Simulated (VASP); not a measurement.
Input of a VASP 6.6.1 run:

Contents of INCAR:

```
SYSTEM = ZnS
ALGO = Normal
EDIFF = 1E-6
ENCUT = 520
GGA = PE
ISIF = 2
ISMEAR = -1
LASPH = .True.
LCHARG = .False.
LREAL = .False.
LWAVE = .False.
NBANDS = 16
NELM = 100
PREC = Accurate
SIGMA = 0.02
```

KPOINTS

```
k-points
0
Gamma
  14 14 14
  0 0 0
```

POSCAR

```
ZnS
1.0
    0.0000000000      2.6890799894      2.6890799894
    2.6890799894      0.0000000000      2.6890799894
    2.6890799894      2.6890799894      0.0000000000
Zn S
1 1
Direct
    0.0000000000      0.0000000000      0.0000000000
    0.2500000000      0.2500000000      0.2500000000
```

Potentials or basis: VASP PAW PBE potentials, release 64 (Zn, S).

Launch:

```sh
$ cat potpaw_PBE.64/Zn/POTCAR potpaw_PBE.64/S/POTCAR > POTCAR
$ mpirun -np 1 vasp_std > vasp.out
```

What does it give for the band gap on the k mesh?

2.18 eV, direct.

Estimate the pressure.

2.9 GPa.

 A k mesh can miss the band edges.
